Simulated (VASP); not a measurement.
# Nb2AlC (P6_3/mmc) in VASP: further runs

Nb2AlC is run at these levels: LDA; tasks: single point.

Everything below comes from runs of VASP 6.6.1. Logs are shortened: lines on timing, memory, paths and dates and some standing lists are left out, and cuts for length are marked.

**1. The cell of the first run**

It takes space group P6_3/mmc (No. 194, hexagonal). The conventional cell has a = 3.059 Å, b = 3.059 Å, c = 13.654 Å, α = 90.00°, β = 90.00°, γ = 120.00°. Within 3.9 Å of Al (site symmetry -6m2) lie 6 Nb at 2.81 Å and 6 Al at 3.06 Å and 6 C at 3.84 Å. Within 2.9 Å of Nb (site symmetry 3m) lie 3 C at 2.15 Å and 3 Al at 2.81 Å. C (site symmetry -3m) has 6 Nb at 2.15 Å within 2.8 Å.

**2. Single point, LDA**

File INCAR:

```
PREC = Accurate
ENCUT = 520
EDIFF = 1E-6
ISMEAR = -1
SIGMA = 0.1
LREAL = F
LASPH = T
NELM = 60
ALGO = Normal
ISIF = 2
LWAVE = F
LCHARG = F
NBANDS = 43
```

File KPOINTS:

```
Automatic mesh
0
Gamma
  10 10 2
```

File POSCAR:

```
Nb2AlC
1.0
    3.0588261955      0.0000000000      0.0000000000
   -1.5294130977      2.6490212448      0.0000000000
    0.0000000000      0.0000000000     13.6535358360
Al Nb C
2 4 2
Direct
    0.3333333333      0.6666666667      0.7500000000
    0.6666666667      0.3333333333      0.2500000000
    0.3333333333      0.6666666667      0.0897490000
    0.6666666667      0.3333333333      0.5897490000
    0.6666666667      0.3333333333      0.9102510000
    0.3333333333      0.6666666667      0.4102510000
    0.0000000000      0.0000000000      0.0000000000
    0.0000000000      0.0000000000      0.5000000000
```

Potentials or basis: VASP PAW LDA potentials, release 64 (Al, Nb_sv, C).

The run is started by

```console
$ cat potpaw_LDA.64/Al/POTCAR potpaw_LDA.64/Nb_sv/POTCAR potpaw_LDA.64/C/POTCAR > POTCAR
$ mpirun -np 1 vasp_std > vasp.out
```

OUTCAR:

```text
PREC = Accurate
   ENCUT = 520
   EDIFF = 1E-6
   ISMEAR = -1
   LREAL = F
   LASPH = T
   NELM = 60
   ISIF = 2

 ion  position               nearest neighbor table
   1  0.333  0.667  0.750-   4 2.81   5 2.81   4 2.81   5 2.81   4 2.81   5 2.81
   2  0.667  0.333  0.250-   3 2.81   6 2.81   3 2.81   6 2.81   3 2.81   6 2.81
   3  0.333  0.667  0.090-   7 2.15   7 2.15   7 2.15   2 2.81   2 2.81   2 2.81   5 3.02   5 3.02
                             5 3.02
   4  0.667  0.333  0.590-   8 2.15   8 2.15   8 2.15   1 2.81   1 2.81   1 2.81   6 3.02   6 3.02
                             6 3.02
   5  0.667  0.333  0.910-   7 2.15   7 2.15   7 2.15   1 2.81   1 2.81   1 2.81   3 3.02   3 3.02
                             3 3.02
   6  0.333  0.667  0.410-   8 2.15   8 2.15   8 2.15   2 2.81   2 2.81   2 2.81   4 3.02   4 3.02
                             4 3.02
   7  0.000  0.000  0.000-   3 2.15   5 2.15   5 2.15   3 2.15   5 2.15   3 2.15
   8  0.000  0.000  0.500-   4 2.15   6 2.15   4 2.15   6 2.15   4 2.15   6 2.15

  LATTYP: Found a hexagonal cell.
 ALAT       =     3.0588261955
 C/A-ratio  =     4.4636520558

  Lattice vectors:

 A1 = (   3.0588261955,   0.0000000000,   0.0000000000)
 A2 = (  -1.5294130977,   2.6490212448,   0.0000000000)
 A3 = (   0.0000000000,   0.0000000000,  13.6535358360)

Analysis of symmetry for initial positions (statically):
=====================================================================
 Subroutine PRICEL returns:
 Original cell was already a primitive cell.

 Routine SETGRP: Setting up the symmetry group for a
 hexagonal supercell.

 Subroutine GETGRP returns: Found 24 space group operations
 (whereof 12 operations were pure point group operations)
 out of a pool of 24 trial point group operations.

The static configuration has the point symmetry D_3d.
 The point group associated with its full space group is D_6h.

Analysis of symmetry for dynamics (positions and initial velocities):
=====================================================================
 Subroutine PRICEL returns:
 Original cell was already a primitive cell.

 Routine SETGRP: Setting up the symmetry group for a
 hexagonal supercell.

 Subroutine GETGRP returns: Found 24 space group operations
 (whereof 12 operations were pure point group operations)
 out of a pool of 24 trial point group operations.

The dynamic configuration has the point symmetry D_3d.
[... 116 lines left out ...]
   IBRION =     -1    ionic relax: 0-MD 1-quasi-New 2-CG
   NFREE  =      0    steps in history (QN), initial steepest desc. (CG)
   ISIF   =      2    stress and relaxation
   ISYM   =      2    0-nonsym 1-usesym 2-fastsym
   POTIM  = 0.5000    time-step for ionic-motion
   TEBEG  =    0.0;   TEEND  =   0.0 temperature during run
   PSTRESS=    0.0 pullay stress
   NELECT =      66.0000    total number of electrons
   NUPDOWN=      -1.0000    fix difference up-down
   EMIN   =  10.00;   EMAX   =-10.00  energy-range for DOS
   EFERMI =   0.00;   METHOD = LEGACY
   ISMEAR =    -1;   SIGMA  =   0.10  broadening in eV -4-tet -1-fermi 0-gaus
   EFERMI_NEDOS =   21; number of points for ismear=-14 and -15
   IALGO  =     38    algorithm
   IMIX   =      4    mixing-type and parameters
     AMIX     =   0.40;   BMIX     =  1.00
     AMIX_MAG =   1.60;   BMIX_MAG =  1.00
  volume/ion in A,a.u.               =      13.83        93.32
  Fermi-wavevector in a.u.,A,eV,Ry     =   1.378143  2.604313 25.841256  1.899279
  Thomas-Fermi vector in A             =   2.503232
   LORBIT       =      0    0 simple, 1 ext, 2 COOP (PROOUT), +10 PAW based schemes
   GGA     = CA    functional components
   LHFCALC =     F    Hartree Fock is set to
   AEXX    =    0.0000 exact exchange contribution
   IVDW    =     0    specifies the selected vdW correction
   LEPSILON=     F    determine dielectric tensor
   LRPA    =     F    only Hartree local field effects (RPA)
 non-spin polarized calculation
  energy-cutoff  :      520.00
  volume of cell :      110.63
 maximum number of plane-waves:      3004
 NGX is ok and might be reduce to    24
   NGX = 11   NGY = 11   NGZ = 51

 number of electron      66.0000004 magnetization

 Free energy of the ion-electron system (eV)
  ---------------------------------------------------
  ext. energy  EPLUGINS =         0.00000000
  ---------------------------------------------------
  free energy    TOTEN  =       -78.33497409 eV

  energy without entropy =      -78.24441786  energy(sigma->0) =      -78.28969597

 E-fermi :  10.8505     XC(G=0): -12.3494

 val. band max:       10.8319143847   @ k =   0.1000   0.1000   0.5000
 cond. band min:      10.9613336518   @ k =   0.1000   0.1000   0.0000
 fundamental gap:      0.1294192671
 Fermi energy:        10.8505411211

 k-point     1 :       0.0000    0.0000    0.0000
  band No.  band energies     occupation
      1     -43.8588      2.00000
      2     -43.8586      2.00000
      3     -43.7598      2.00000
      4     -43.7595      2.00000
      5     -20.5742      2.00000
      6     -20.5643      2.00000
[... 1093 lines left out ...]
     42      14.6718      0.00000
     43      14.9666      0.00000

 [... further k-points ...]

------------------------ aborting loop because EDIFF is reached ----------------------------------------

  FORCE on cell =-STRESS in cart. coord.  units (eV):
  Direction    XX          YY          ZZ          XY          YZ          ZX
  --------------------------------------------------------------------------------------
  -------------------------------------------------------------------------------------
  Total        2.5305889      2.5305890      2.4080069      0.0000000     -0.0000000      0.0000000
  in kB       36.6477064     36.6477078     34.8724886      0.0000000     -0.0000000      0.0000000
  external PRESSURE =      36.0559676 kB  Pullay stress =       0.0000000 kB

 VOLUME and BASIS-vectors are now :
 -----------------------------------------------------------------------------
  energy-cutoff  :      520.00
  volume of cell :      110.63
      direct lattice vectors                 reciprocal lattice vectors
     3.058826196  0.000000000  0.000000000     0.326922792  0.188748958  0.000000000
    -1.529413098  2.649021245  0.000000000     0.000000000  0.377497916  0.000000000
     0.000000000  0.000000000 13.653535836     0.000000000  0.000000000  0.073241101

 POSITION                                       TOTAL-FORCE (eV/Angst)
 -----------------------------------------------------------------------------------
     -0.00000      1.76601     10.24015         0.000000      0.000000      0.000000
      1.52941      0.88301      3.41338        -0.000000     -0.000000      0.000000
     -0.00000      1.76601      1.22539        -0.000000     -0.000000     -0.117268
      1.52941      0.88301      8.05216        -0.000000      0.000000     -0.117268
      1.52941      0.88301     12.42814         0.000000      0.000000      0.117268
     -0.00000      1.76601      5.60138         0.000000     -0.000000      0.117268
      0.00000      0.00000      0.00000        -0.000000      0.000000      0.000000
      0.00000      0.00000      6.82677        -0.000000      0.000000      0.000000
 -----------------------------------------------------------------------------------
    total drift:                               -0.000000      0.000000     -0.000000

  FREE ENERGIE OF THE ION-ELECTRON SYSTEM (eV)
  ---------------------------------------------------
  free  energy   TOTEN  =       -78.3349740868 eV

  energy  without entropy=      -78.2444178568  energy(sigma->0) =      -78.28969597
```

OSZICAR:

```text
N       E                     dE             d eps       ncg     rms          rms(c)
DAV:   1     0.795973635047E+03    0.79597E+03   -0.34150E+04  2416   0.156E+03
DAV:   2    -0.906210570404E+01   -0.80504E+03   -0.77682E+03  2972   0.677E+02
DAV:   3    -0.823503199079E+02   -0.73288E+02   -0.71862E+02  4224   0.160E+02
DAV:   4    -0.870817730308E+02   -0.47315E+01   -0.46878E+01  4048   0.378E+01
DAV:   5    -0.873294256447E+02   -0.24765E+00   -0.24707E+00  4328   0.984E+00    0.224E+01
DAV:   6    -0.783263310249E+02    0.90031E+01   -0.52282E+01  3528   0.344E+01    0.663E+00
DAV:   7    -0.783651900142E+02   -0.38859E-01   -0.51054E+00  4216   0.110E+01    0.401E+00
DAV:   8    -0.783379181227E+02    0.27272E-01   -0.49108E-01  3528   0.312E+00    0.179E+00
DAV:   9    -0.783345090933E+02    0.34090E-02   -0.83406E-02  4000   0.179E+00    0.537E-01
DAV:  10    -0.783349001401E+02   -0.39105E-03   -0.11423E-02  3712   0.769E-01    0.136E-01
DAV:  11    -0.783349599785E+02   -0.59838E-04   -0.14053E-03  3872   0.267E-01    0.514E-02
DAV:  12    -0.783349758028E+02   -0.15824E-04   -0.15402E-04  3976   0.665E-02    0.181E-02
DAV:  13    -0.783349742632E+02    0.15396E-05   -0.12817E-05  3480   0.192E-02    0.793E-03
DAV:  14    -0.783349740868E+02    0.17641E-06   -0.14018E-06  2232   0.107E-02
   1 F= -.78334974E+02 E0= -.78289696E+02  d E =-.905562E-01
```

It took 2.4 min on 1 thread of Intel Xeon Platinum 8488C (Sapphire Rapids), shared host; peak memory 0.25 GiB.

What came out:

```yaml
Free_energy: -78.3350 eV
Pressure: 3.6 GPa
Largest_force: 0.117 eV/Å
Band_gap_on_the_k_mesh: zero (bands 33 and 34 overlap by 2.58 eV)
```

Forces on the atoms (eV/Å):
```
Al   0.000  0.000  0.000
Al   0.000  0.000  0.000
Nb   0.000  0.000 -0.117
Nb   0.000  0.000 -0.117
Nb   0.000  0.000  0.117
Nb   0.000  0.000  0.117
C    0.000  0.000  0.000
C    0.000  0.000  0.000
```

Caveat: the cell stands under pressure.

**3. Single point, LDA**

This run uses another cell than the first one, of 14.12 Å³/atom.

File INCAR:

```
SYSTEM = Nb2AlC
PREC = Accurate
ENCUT = 520
EDIFF = 1E-7
ISMEAR = -1
SIGMA = 0.1
LREAL = .FALSE.
LASPH = .TRUE.
NELM = 100
ALGO = Normal
ISIF = 2
LWAVE = .FALSE.
LCHARG = .TRUE.
LELF = .TRUE.
LVHAR = .TRUE.
NBANDS = 43
```

File KPOINTS:

```
Automatic mesh
0
G
  10 10 2
  0 0 0
```

Edit POSCAR of step 2 so:

```diff
@@ -2,5 +2,5 @@
 1.0
-    3.0588261955      0.0000000000      0.0000000000
-   -1.5294130977      2.6490212448      0.0000000000
-    0.0000000000      0.0000000000     13.6535358360
+    3.0803679348      0.0000000000      0.0000000000
+   -1.5401839674      2.6676769387      0.0000000000
+    0.0000000000      0.0000000000     13.7496906648
 Al Nb C
```

Potentials or basis: VASP PAW LDA potentials, release 64 (Al, Nb_sv, C).

The run is started by

```console
$ cat potpaw_LDA.64/Al/POTCAR potpaw_LDA.64/Nb_sv/POTCAR potpaw_LDA.64/C/POTCAR > POTCAR
$ mpirun -np 1 vasp_std > vasp.out
```

Wall time 2.7 min (1 thread of Intel Xeon Platinum 8488C (Sapphire Rapids), shared host); peak memory 0.26 GiB.

The run converged. Its results:

```yaml
Free_energy: -78.3532 eV
Pressure: -1.2 GPa
Largest_force: 0.361 eV/Å
Band_gap_on_the_k_mesh: zero (bands 33 and 34 overlap by 2.50 eV)
```

Forces on the atoms (eV/Å):
```
Al   0.000  0.000  0.000
Al   0.000  0.000  0.000
Nb   0.000  0.000 -0.361
Nb   0.000  0.000 -0.361
Nb   0.000  0.000  0.361
Nb   0.000  0.000  0.361
C    0.000  0.000  0.000
C    0.000  0.000  0.000
```

Stress tensor (GPa, compression positive):
```
-1.09  0.00  0.00
 0.00 -1.09  0.00
 0.00  0.00 -1.50
```

Levels at points of the mesh, in eV from the Fermi level:
| k point | band 30 | band 31 | band 32 | band 33 | band 34 | band 35 | band 36 | band 37 |
| --- | --- | --- | --- | --- | --- | --- | --- | --- |
| (0.00, 0.00, 0.00) | -0.96 | -0.37 | -0.37 | -0.34 | -0.34 | 1.05 | 1.05 | 1.17 |
| (0.50, 0.00, 0.00) | -2.58 | -1.37 | -1.27 | 1.12 | 1.46 | 1.71 | 1.81 | 1.97 |
| (0.00, 0.00, 0.50) | -1.15 | -0.35 | -0.35 | -0.35 | -0.35 | 1.11 | 1.11 | 1.11 |
| (0.50, 0.00, 0.50) | -2.88 | -1.32 | -1.32 | 1.56 | 1.56 | 1.67 | 1.67 | 1.89 |

The gap in the log of VASP goes by the Fermi energy; the results here count the filled bands.